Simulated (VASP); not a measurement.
GaP (d.b): single point with PBE+D3(BJ)

GaP (d.b):

```
CELL_PARAMETERS angstrom
0.00000 2.72317 2.72317
2.72317 0.00000 2.72317
2.72317 2.72317 0.00000
ATOMIC_POSITIONS crystal
Ga 0.00000 0.00000 0.00000
P 0.25000 0.25000 0.25000
```

| Property | Result |
| --- | --- |
| Program | VASP 6.6.1 |
| Task | single point |
| Functional | PBE |
| Dispersion | D3(BJ) |
| Potentials or basis | VASP PAW PBE potentials, release 64 (Ga_d, P) |
| Cutoff | 500 eV |
| k mesh | 10 × 10 × 10 |
| Occupations | gaussian, width 0.02 eV |
| Spin | no spin polarisation |
| Dipole correction | no |
| Further INCAR settings | ALGO = Normal; EDIFF = 1e-06; NBANDS = 16 |

```json
{
 "Pressure": "-0.1 GPa",
 "Band gap on the k mesh": "1.60 eV, indirect (least direct gap 1.85 eV)",
 "Dispersion energy per atom": "-0.317 eV"
}
```

Levels at points of the mesh, in eV from the valence-band top:
```tsv
k point	band 7	band 8	band 9	band 10	band 11	band 12
(0.00, 0.00, 0.00)	0.00	0.00	0.00	1.85	3.89	3.89
(0.50, 0.00, 0.00)	-6.64	-1.12	-1.12	1.68	4.72	4.72
(0.50, 0.50, 0.00)	-6.76	-2.69	-2.69	1.65	1.82	10.61
```

It took 18 s on 1 thread of Intel(R) Xeon(R) Platinum 8488C (Sapphire Rapids) (shared host), peak memory 0.17 GiB.

A k mesh can miss the band edges. PBE gaps usually lie below the measured ones, often by a third to a half.
